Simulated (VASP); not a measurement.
Runs of VASP 6.6.1 on CaSe. The structure is that of space group F-43m (No. 216), or close to it. The cells are those of the table. 

| cell | gap on the mesh (eV) | pressure (GPa) |
| --- | --- | --- |
| a = 4.948, b = 4.948, c = 4.854 Å, angles 60.6, 60.6, 58.7°, 2 atoms | 2.64 | -3.8 |
| a = 4.575, b = 4.575, c = 4.480 Å, angles 60.7, 60.7, 58.6°, 2 atoms | 3.32 | (b) |
| a = 4.761, b = 4.761, c = 4.667 Å, angles 60.7, 60.7, 58.7°, 2 atoms | 2.97 | -1.3 |
| a = 4.294 Å, angles 60.0°, 2 atoms | (a) | 13.2 |
| a = 4.388, b = 4.388, c = 4.294 Å, angles 60.7, 60.7, 58.6°, 2 atoms | 3.34 | 10.0 |

Alike in all rows: task single point; level PBE; potentials or basis VASP PAW PBE potentials, release 64 (Ca_sv, Se); no spin polarisation; k mesh 6 × 6 × 6; cutoff (eV) 520; smearing gaussian 0.05 eV.

Question: Fill in the values left out.

Answer: (a) 3.44; (b) 3.0.

Caveats: the cell stands under pressure (at least some runs); the cell stands under tension (at least some runs).

A k mesh can miss the band edges, and the runs leave out spin-orbit coupling on Se.
